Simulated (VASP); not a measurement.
# KCl (Pm-3m) in VASP: single point with HSE06

Aim: the single point of KCl with HSE06.

Program: VASP 6.6.1. These are calculated values, not measurements. Logs are shortened: lines on timing, memory, paths and dates and some standing lists are left out, and cuts for length are marked.

### Step 1. The cell of the first run

The structure is cubic, space group Pm-3m (No. 221). Conventional cell: a = 3.771 Å, b = 3.771 Å, c = 3.771 Å, α = 90.00°, β = 90.00°, γ = 90.00°. K (site symmetry m-3m) has 8 Cl at 3.27 Å and 6 K at 3.77 Å within 4.3 Å. Cl (site symmetry m-3m) has 8 K at 3.27 Å and 6 Cl at 3.77 Å within 4.3 Å.

### Step 2. Single point, HSE06

Input file POSCAR:

```
KCl
1.0
    3.7708086025      0.0000000000      0.0000000000
    0.0000000000      3.7708086025      0.0000000000
    0.0000000000      0.0000000000      3.7708086025
K Cl
1 1
Direct
    0.0000000000      0.0000000000      0.0000000000
    0.5000000000      0.5000000000      0.5000000000
```

Input file INCAR.step1:

```
  ALGO = Normal
  EDIFF = 1E-5
  ENCUT = 520
  GGA = PE
  ISIF = 2
  ISMEAR = 0
  LASPH = True
  LCHARG = False
  LREAL = False
  LWAVE = True
  NBANDS = 15
  NELM = 60
  PREC = Accurate
  SIGMA = 0.01
```

Input file INCAR.step2:

```
  ALGO = Normal
  EDIFF = 1E-7
  ENCUT = 520
  GGA = PE
  HFSCREEN = 0.2079
  ISIF = 2
  ISMEAR = 0
  ISTART = 1
  LASPH = True
  LCHARG = False
  LHFCALC = True
  LREAL = False
  LWAVE = False
  NBANDS = 15
  NELM = 60
  PREC = Accurate
  PRECFOCK = Normal
  SIGMA = 0.01
```

Input file KPOINTS:

```
k-points
0
Gamma
  6 6 6
```

Potentials or basis: VASP PAW PBE potentials, release 64 (K_sv, Cl).

Launch:

```bash
$ cat potpaw_PBE.64/K_sv/POTCAR potpaw_PBE.64/Cl/POTCAR > POTCAR
$ cp INCAR.step1 INCAR
$ mpirun -np 1 vasp_std > vasp.out
$ cp INCAR.step2 INCAR
$ mpirun -np 1 vasp_std > vasp.out
```

OUTCAR:

```text
EDIFF = 1E-7
   ENCUT = 520
   GGA = PE
   HFSCREEN = 0.2079
   ISIF = 2
   ISMEAR = 0
   ISTART = 1
   LASPH = True
   LHFCALC = True
   LREAL = False
   NELM = 60
   PREC = Accurate
   PRECFOCK = Normal

 ion  position               nearest neighbor table
   1  0.000  0.000  0.000-
   2  0.500  0.500  0.500-

  LATTYP: Found a simple cubic cell.
 ALAT       =     3.7708086025

  Lattice vectors:

 A1 = (   3.7708086025,   0.0000000000,   0.0000000000)
 A2 = (   0.0000000000,   3.7708086025,   0.0000000000)
 A3 = (   0.0000000000,   0.0000000000,   3.7708086025)

Analysis of symmetry for initial positions (statically):
=====================================================================
 Subroutine PRICEL returns:
 Original cell was already a primitive cell.

 Routine SETGRP: Setting up the symmetry group for a
 simple cubic supercell.

 Subroutine GETGRP returns: Found 48 space group operations
 (whereof 48 operations were pure point group operations)
 out of a pool of 48 trial point group operations.

The static configuration has the point symmetry O_h .

Analysis of symmetry for dynamics (positions and initial velocities):
=====================================================================
 Subroutine PRICEL returns:
 Original cell was already a primitive cell.

 Routine SETGRP: Setting up the symmetry group for a
 simple cubic supercell.

 Subroutine GETGRP returns: Found 48 space group operations
 (whereof 48 operations were pure point group operations)
 out of a pool of 48 trial point group operations.

The dynamic configuration has the point symmetry O_h .

 Subroutine INISYM returns: Found 48 space group operations
 (whereof 48 operations are pure point group operations),
 and found     1 'primitive' translations

----------------------------------------------------------------------------------------

                                     Primitive cell

  volume of cell :      53.6171

  direct lattice vectors                    reciprocal lattice vectors
     3.770808602  0.000000000  0.000000000     0.265195109  0.000000000  0.000000000
     0.000000000  3.770808602  0.000000000     0.000000000  0.265195109  0.000000000
     0.000000000  0.000000000  3.770808602     0.000000000  0.000000000  0.265195109

  length of vectors
     3.770808602  3.770808602  3.770808602     0.265195109  0.265195109  0.265195109

[... 91 lines left out ...]
   EFERMI_NEDOS =   21; number of points for ismear=-14 and -15
   IALGO  =     38    algorithm
   IMIX   =      1    mixing-type and parameters
     AMIX     =   0.40;   BMIX     =  1.00
     AMIX_MAG =   1.60;   BMIX_MAG =  1.00
  volume/ion in A,a.u.               =      26.81       180.91
  Fermi-wavevector in a.u.,A,eV,Ry     =   1.093991  2.067343 16.283668  1.196816
  Thomas-Fermi vector in A             =   2.230287
   LORBIT       =      0    0 simple, 1 ext, 2 COOP (PROOUT), +10 PAW based schemes
   GGA     = PE    functional components
   LHFCALC =     T    Hartree Fock is set to
   PRECFOCK=normal    Normal, Fast or Accurate (Low or Medium for compatibility)
   ENCUT4O =  -1.0   cutoff for four orbital integrals eV
   NKREDX  =     1    reduce k-point grid by
   NKREDY  =     1    reduce k-point grid by
   NKREDZ  =     1    reduce k-point grid by
   AEXX    =    0.2500 exact exchange contribution
   HFSCREEN=    0.2079 screening length (either q_TF or 0.3 A-1)
   HFSCREENC=   0.2079 screening length for correlation (either q_TF or 0.3 A-1)
   ENCUTFOCK=  -1.0 apply spherical cutoff to Coloumb kernel
   IVDW    =     0    specifies the selected vdW correction
   LEPSILON=     F    determine dielectric tensor
   LRPA    =     F    only Hartree local field effects (RPA)
 non-spin polarized calculation
 Gauss-broadening in eV      SIGMA  =   0.01
  energy-cutoff  :      520.00
  volume of cell :       53.62
 maximum number of plane-waves:      1472
  NGX = 24; NGY = 24; NGZ = 24

 number of electron      16.0000004 magnetization

 Free energy of the ion-electron system (eV)
  ---------------------------------------------------
  ext. energy  EPLUGINS =         0.00000000
  ---------------------------------------------------
  free energy    TOTEN  =        -7.71442783 eV

  energy without entropy =       -7.71442783  energy(sigma->0) =       -7.71442783

 E-fermi :  -1.4403     XC(G=0):  -6.9186

 val. band max:       -1.5124987119   @ k =   0.5000   0.5000   0.0000
 cond. band min:       4.8520900964   @ k =   0.0000   0.0000   0.0000
 fundamental gap:      6.3645888082
 Fermi energy:        -1.4403374139

 k-point     1 :       0.0000    0.0000    0.0000
  band No.  band energies     occupation
      1     -31.6001      2.00000
      2     -15.3779      2.00000
      3     -13.6200      2.00000
      4     -13.6200      2.00000
      5     -13.6200      2.00000
      6      -1.7432      2.00000
      7      -1.7432      2.00000
      8      -1.7432      2.00000
      9       4.8521      0.00000
     10       6.4389      0.00000
     11       6.4389      0.00000
     12      11.1323      0.00000
     13      11.1323      0.00000
     14      11.1323      0.00000
[... 329 lines left out ...]
      2     -14.8751      2.00000
      3     -13.8175      2.00000
      4     -13.8175      2.00000
      5     -13.8175      2.00000
      6      -3.0451      2.00000
      7      -3.0451      2.00000
      8      -3.0451      2.00000
      9       8.8538      0.00000
     10       8.8538      0.00000
     11       8.8538      0.00000
     12      10.4026      0.00000
     13      10.4026      0.00000
     14      10.4026      0.00000
     15      13.0673      0.00000

------------------------ aborting loop because EDIFF is reached ----------------------------------------

  FORCE on cell =-STRESS in cart. coord.  units (eV):
  Direction    XX          YY          ZZ          XY          YZ          ZX
  --------------------------------------------------------------------------------------
  -------------------------------------------------------------------------------------
  Total        0.2202619      0.2202619      0.2202619     -0.0000000      0.0000000     -0.0000000
  in kB        6.5818263      6.5818263      6.5818263     -0.0000000      0.0000000     -0.0000000
  external PRESSURE =       6.5818263 kB  Pullay stress =       0.0000000 kB

 VOLUME and BASIS-vectors are now :
 -----------------------------------------------------------------------------
  energy-cutoff  :      520.00
  volume of cell :       53.62
      direct lattice vectors                 reciprocal lattice vectors
     3.770808602  0.000000000  0.000000000     0.265195109  0.000000000  0.000000000
     0.000000000  3.770808602  0.000000000     0.000000000  0.265195109  0.000000000
     0.000000000  0.000000000  3.770808602     0.000000000  0.000000000  0.265195109

 POSITION                                       TOTAL-FORCE (eV/Angst)
 -----------------------------------------------------------------------------------
      0.00000      0.00000      0.00000         0.000000      0.000000      0.000000
      1.88540      1.88540      1.88540         0.000000      0.000000      0.000000
 -----------------------------------------------------------------------------------
    total drift:                               -0.000001     -0.000001     -0.000001

  FREE ENERGIE OF THE ION-ELECTRON SYSTEM (eV)
  ---------------------------------------------------
  free  energy   TOTEN  =        -7.7144278254 eV

  energy  without entropy=       -7.7144278254  energy(sigma->0) =       -7.71442783
```

OUTCAR.step1:

```text
EDIFF = 1E-5
   ENCUT = 520
   GGA = PE
   ISIF = 2
   ISMEAR = 0
[... 574 lines left out ...]
 -----------------------------------------------------------------------------------
      0.00000      0.00000      0.00000         0.000000      0.000000      0.000000
      1.88540      1.88540      1.88540         0.000000      0.000000      0.000000
 -----------------------------------------------------------------------------------
    total drift:                                0.000000      0.000000      0.000000

  FREE ENERGIE OF THE ION-ELECTRON SYSTEM (eV)
  ---------------------------------------------------
  free  energy   TOTEN  =        -6.6450224597 eV

  energy  without entropy=       -6.6450224597  energy(sigma->0) =       -6.64502246
```

OSZICAR.step1:

```text
N       E                     dE             d eps       ncg     rms          rms(c)
DAV:   1     0.105696973959E+03    0.10570E+03   -0.73928E+03   600   0.981E+02
DAV:   2    -0.128179168240E+01   -0.10698E+03   -0.99540E+02   798   0.247E+02
DAV:   3    -0.678375833562E+01   -0.55020E+01   -0.54723E+01   824   0.503E+01
DAV:   4    -0.694539742255E+01   -0.16164E+00   -0.16162E+00   909   0.813E+00
DAV:   5    -0.694673044934E+01   -0.13330E-02   -0.13330E-02   845   0.803E-01    0.310E+00
DAV:   6    -0.667555619439E+01    0.27117E+00   -0.29169E-01   719   0.322E+00    0.259E+00
DAV:   7    -0.664274793288E+01    0.32808E-01   -0.88334E-02   761   0.197E+00    0.154E+00
DAV:   8    -0.664475398075E+01   -0.20060E-02   -0.16431E-02   877   0.994E-01    0.203E-01
DAV:   9    -0.664478306493E+01   -0.29084E-04   -0.70939E-04   810   0.187E-01    0.104E-01
DAV:  10    -0.664502645424E+01   -0.24339E-03   -0.32963E-04   684   0.145E-01    0.267E-02
DAV:  11    -0.664502245972E+01    0.39945E-05   -0.12491E-05   689   0.272E-02
   1 F= -.66450225E+01 E0= -.66450225E+01  d E =-.248383E-17
```

It took 53 min on 1 thread of AMD EPYC 7R43 (Zen 3), shared host; peak memory 0.25 GiB.

What came out:

- Free energy: -7.7144 eV
- Pressure: 0.7 GPa
- Band gap on the k mesh: 6.36 eV (least direct gap 6.60 eV)

Caveat: the PAW data sets were made with another functional, which shifts forces and pressure a little.
